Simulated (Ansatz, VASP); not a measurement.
## CuO: VASP beside Ansatz

```
CELL_PARAMETERS angstrom
-2.34185 1.71130 0.00000
0.85003 0.00000 -5.05787
-2.34185 -5.13390 0.00000
ATOMIC_POSITIONS crystal
Cu 0.24800 0.00060 0.24330
Cu 0.74800 0.00060 0.74330
Cu 0.99800 0.50060 0.49330
Cu 0.49800 0.50060 0.99330
O 0.70720 0.75060 0.28410
O 0.20720 0.75060 0.78410
O 0.78880 0.25060 0.20250
O 0.30482 0.24579 0.75612
```

Alike in both runs: functional LDA; k mesh 9 × 5 × 5; occupations fermi-dirac, width 0.05 eV; no spin polarisation; Hubbard terms Cu d U = 4.5 eV.

|  | VASP | Ansatz |
| --- | --- | --- |
| version | VASP 6.6.1 | Ansatz 0.2.0 |
| potentials or method | VASP PAW LDA potentials, release 64 (Cu, O) | Ansatz PAW |
| plane-wave cutoff (eV) | 520 | 420 |
| valence electrons in the cell | 68 | 100 |
| task | single point | band structure |

|  | VASP | Ansatz | Ansatz less VASP |
| --- | --- | --- | --- |
| gap on the k mesh at the Fermi level (eV) | none | none | - |
| pressure (GPa) | -9.3 | -4.3 | +5.07 |
| traceless stress, the component that is largest in VASP (GPa) | 3.13 | 2.29 | -0.838 |
| rms of the force components (eV/Å) | 0.674 | 0.733 | +0.0594 |

LDA's correlation is that of Perdew and Zunger in VASP and of Perdew and Wang (1992) in Ansatz. The programs project onto different local orbitals, so the same U acts differently, and such runs can settle in different states. Atom by atom the forces differ by 0.086 eV/Å (rms over components). A gap of «none» marks a metal or a gap that the smearing closes. VASP's potentials hold 68 valence electrons a cell and Ansatz's 100, so a difference there can come from the potentials and not from the codes.
